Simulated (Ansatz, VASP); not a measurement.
Cs in VASP and in Ansatz

Contents of INCAR:

```
PREC = Accurate
ENCUT = 600
EDIFF = 1E-6
ISMEAR = -1
SIGMA = 0.05
LREAL = False
LASPH = True
NELM = 60
ALGO = Normal
ISIF = 3
LWAVE = False
LCHARG = False
GGA = PS
IBRION = 2
NSW = 60
EDIFFG = -0.01
```

Contents of KPOINTS:

```
Automatic mesh
0
Gamma
  6 6 6
```

POSCAR

```
Cs
1.0
   -3.1284650614      3.1284650614      3.1284650614
    3.1284650614     -3.1284650614      3.1284650614
    3.1284650614      3.1284650614     -3.1284650614
Cs
1
Direct
    0.0000000000      0.0000000000      0.0000000000
```

Contents of input.yaml:

```yaml
crystal:
  lattice:
    - [-3.1284650614, 3.1284650614, 3.1284650614]
    - [3.1284650614, -3.1284650614, 3.1284650614]
    - [3.1284650614, 3.1284650614, -3.1284650614]
  atoms:
    - { symbol: Cs, position: [0.0, 0.0, 0.0] }
hamiltonian:
  xc: pbesol
  pseudopotentials: { kind: paw }
kpoints:
  mp_grid: { grid: [6, 6, 6] }
scf:
  occupations: { method: fermi_dirac, width: 0.05 }
output:
  forces: true
  stress: true
  eigenvalues: true
relax:
  f_tol: 0.01
  max_steps: 40
  cell: { stress_tol: 0.05 }
```

Alike in both runs: task relaxation of cell and atoms; functional PBEsol; k mesh 6 × 6 × 6; occupations fermi-dirac, width 0.05 eV; no spin polarisation.

|  | VASP | Ansatz |
| --- | --- | --- |
| version | VASP 6.6.1 | Ansatz 0.2.0 |
| potentials or method | VASP PAW PBE potentials, release 64 (Cs_sv) | Ansatz PAW |
| plane-wave cutoff (eV) | 600 | 420 |
| valence electrons in the cell | 9 | 9 |

```tsv
	VASP	Ansatz	Ansatz less VASP
gap on the k mesh at the Fermi level, each at its own relaxed structure (eV)	none	none	-
relaxed volume (Å³/atom)	108.54	109.25	+0.715
relaxed cell length with the largest relative difference (Å)	5.205	5.216	+0.0114
```

VASP's potentials were made for PBE, not for PBEsol. A gap of «none» marks a metal or a gap that the smearing closes.

Neither program's run includes spin-orbit coupling. Noted on Ansatz's run: the plane-wave basis is chosen anew once the cell has moved, so the energies of steps on either side of that aren't comparable.
